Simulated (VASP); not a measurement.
Set up this calculation in VASP 6.6.1, as the native input.

```
Task                   : single point
Functional             : PBE
Potentials or basis    : VASP PAW PBE potentials, release 64 (Sn_d, O)
Cutoff                 : 520 eV
k mesh                 : 6 × 6 × 4
Occupations            : fermi-dirac, width 0.1 eV
Spin                   : no spin polarisation
Dipole correction      : no
Further INCAR settings : ALGO = Normal; EDIFF = 1e-07; NBANDS = 28
```

The structure of SnO (Romarchite) lies in POSCAR:

```
SnO
1.0
    3.6944759153      0.0000000000      0.0000000000
    0.0000000000      3.6944759153      0.0000000000
    0.0000000000      0.0000000000      4.7081079900
Sn O
2 2
Direct
    0.5000000000      0.0000000000      0.2369000000
    0.0000000000      0.5000000000      0.7631000000
    0.0000000000      0.0000000000      0.0000000000
    0.5000000000      0.5000000000      0.0000000000
```

These files were run (other wordings do the same):

INCAR

```
PREC = Accurate ; ENCUT = 520
EDIFF = 1E-7 ; ISMEAR = -1
SIGMA = 0.1 ; LREAL = F
LASPH = T ; NELM = 80
ALGO = Normal ; ISIF = 2
LWAVE = F ; LCHARG = F
GGA = PE ; NBANDS = 28
```

KPOINTS

```
Automatic mesh
0
Gamma
  6 6 4
```

Potentials or basis: VASP PAW PBE potentials, release 64 (Sn_d, O).

Run with:

```console
$ cat potpaw_PBE.64/Sn_d/POTCAR potpaw_PBE.64/O/POTCAR > POTCAR
$ mpirun -np 1 vasp_std > vasp.out
```

It gave:

```
Pressure               : 15.5 GPa
Largest force          : 2.007 eV/Å
Band gap on the k mesh : zero (band 20 reaches 8.59 eV, above the bottom of band 21 at 8.34 eV)
```

Caveat: spin-orbit coupling is left out, which moves the levels of the heavy elements; forces of over 1 eV/Å act on the atoms, so gaps and moduli don't describe the material at rest.

Wall time 32 s on 1 thread of AMD EPYC 9R14 (Zen 4), on a shared host, peak memory 0.16 GiB.
